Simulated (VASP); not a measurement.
Input of a VASP 6.6.1 run:

File POSCAR:

```
MgO
1.0
    0.0000000000      2.1055000000      2.1055000000
    2.1055000000      0.0000000000      2.1055000000
    2.1055000000      2.1055000000      0.0000000000
Mg O
1 1
Direct
    0.0000000000      0.0000000000      0.0000000000
    0.5000000000      0.5000000000      0.5000000000
```

File INCAR.step1:

```
PREC     = Accurate       # precision mode
ENCUT    = 500            # plane-wave cutoff, eV
EDIFF    = 1E-8           # SCF threshold, eV
ISMEAR   = 0              # smearing method
SIGMA    = 0.01           # smearing width, eV
LREAL    = False          # projectors in reciprocal space
LASPH    = True           # aspherical terms in the spheres
NELM     = 80             # most SCF steps
ALGO     = Normal         # electronic algorithm
LWAVE    = True           # write WAVECAR
LCHARG   = False          # write CHGCAR
GGA      = PE             # functional
```

File INCAR.step2:

```
PREC     = Accurate       # precision mode
ENCUT    = 500            # plane-wave cutoff, eV
EDIFF    = 1E-8           # SCF threshold, eV
ISMEAR   = 0              # smearing method
SIGMA    = 0.01           # smearing width, eV
LREAL    = False          # projectors in reciprocal space
LASPH    = True           # aspherical terms in the spheres
NELM     = 1              # most SCF steps
ALGO     = Exact          # electronic algorithm
LWAVE    = True           # write WAVECAR
LCHARG   = False          # write CHGCAR
GGA      = PE             # functional
NBANDS   = 184            # bands
LOPTICS  = True           # frequency-dependent dielectric function
ISTART   = 1
```

File INCAR.step3:

```
PREC     = Accurate       # precision mode
ENCUT    = 500            # plane-wave cutoff, eV
EDIFF    = 1E-8           # SCF threshold, eV
ISMEAR   = 0              # smearing method
SIGMA    = 0.01           # smearing width, eV
LREAL    = False          # projectors in reciprocal space
LASPH    = True           # aspherical terms in the spheres
ALGO     = EVGW0          # electronic algorithm
LWAVE    = False          # write WAVECAR
LCHARG   = False          # write CHGCAR
GGA      = PE             # functional
NELMGW   = 1            
NBANDS   = 184            # bands
ENCUTGW  = 180.0          # cutoff of the response function
NOMEGA   = 48             # frequency points
PRECFOCK = Fast         
ISTART   = 1            
NBANDSGW = 12
```

Contents of KPOINTS:

```
Automatic mesh
0
Gamma
  2 2 2
```

Potentials or basis: VASP PAW PBE potentials, release 64 (Mg_GW, O_GW).

The run is started by

```console
$ cat potpaw_PBE.64/Mg_GW/POTCAR potpaw_PBE.64/O_GW/POTCAR > POTCAR
$ cp INCAR.step1 INCAR
$ mpirun -np 1 vasp_std > vasp.out
$ cp INCAR.step2 INCAR
$ mpirun -np 1 vasp_std > vasp.out
$ cp INCAR.step3 INCAR
$ mpirun -np 1 vasp_std > vasp.out
```

(1) Predict the quasiparticle gap.

(2) Estimate the least direct quasiparticle gap.

(3) Predict the least direct gap of the starting levels on the mesh.

## Answers

(1) 6.58 eV.

(2) 6.58 eV.

(3) 4.48 eV.

Caveat: the k points lie up to 1.29 Å⁻¹ apart; bands, screening cutoff and mesh are small and nothing is extrapolated, so the quasiparticle values aren't converged.
